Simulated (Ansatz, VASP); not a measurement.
**Ti2GaS3 in VASP and in Ansatz**

INCAR

```
SYSTEM = Ti2GaS3
ALGO = Normal
EDIFF = 1E-7
EDIFFG = -0.01
ENCUT = 600
GGA = PE
IBRION = 2
ISIF = 3
ISMEAR = 0
LASPH = .True.
LCHARG = .False.
LREAL = .False.
LWAVE = .False.
NELM = 80
NSW = 100
PREC = Accurate
SIGMA = 0.1
```

Contents of KPOINTS:

```
k-points
0
Gamma
  12 12 4
  0 0 0
```

POSCAR

```
Ti2GaS3
1.0
    3.3118936313      0.0000000000      0.0000000000
   -1.6559468156      2.8681840193      0.0000000000
    0.0000000000      0.0000000000     10.9321091793
Ti Ga S
2 1 3
Direct
    0.0000000000      0.0000000000      0.3495067399
    0.0000000000      0.0000000000      0.6504932601
    0.0000000000      0.0000000000      0.0000000000
    0.3333333333      0.6666666667      0.2133487488
    0.3333333333      0.6666666667      0.5000000000
    0.3333333333      0.6666666667      0.7866512512
```

Input for Ansatz:

```yaml
crystal:
  lattice:
    - [3.3118936313, 0.0, 0.0]
    - [-1.6559468156, 2.8681840193, 0.0]
    - [0.0, 0.0, 10.9321091793]
  atoms:
    - { symbol: Ti, position: [0.0, 0.0, 0.3495067399] }
    - { symbol: Ti, position: [0.0, 0.0, 0.6504932601] }
    - { symbol: Ga, position: [0.0, 0.0, 0.0] }
    - { symbol: S, position: [0.3333333333, 0.6666666667, 0.2133487488] }
    - { symbol: S, position: [0.3333333333, 0.6666666667, 0.5] }
    - { symbol: S, position: [0.3333333333, 0.6666666667, 0.7866512512] }
basis:
  ecutwfc: 420
kpoints:
  mp_grid: { grid: [12, 12, 4] }
hamiltonian:
  xc: pbe
scf:
  occupations: { method: gaussian, width: 0.1 }
output:
  forces: true
  stress: true
  eigenvalues: true
relax:
  adjacent_minimum: "off"
  f_tol: 0.01
  max_steps: 80
  cell: { stress_tol: 0.05 }
```

Alike in both runs: task relaxation of cell and atoms; functional PBE; k mesh 12 × 12 × 4; occupations gaussian, width 0.1 eV; no spin polarisation.

```csv
,VASP,Ansatz
version,VASP 6.6.1,Ansatz 0.2.0
potentials or method,"VASP PAW PBE potentials, release 64 (Ti_sv, Ga_d, S), cutoff 600 eV","scalar-relativistic, plane waves, PAW"
valence electrons in the cell,55,55
```

VASP gave:

| Quantity | Value |
| --- | --- |
| gap on the k mesh at the Fermi level, each at its own relaxed structure (eV) | none |
| relaxed volume (Å³/atom) | 17.28 |
| relaxed cell length with the largest relative difference (Å) | 3.326 |

Estimate Ansatz's values.

gap on the k mesh at the Fermi level, each at its own relaxed structure (eV): none; relaxed volume (Å³/atom): 17.27; relaxed cell length with the largest relative difference (Å): 3.325.

A gap of «none» marks a metal or a gap that the smearing closes.
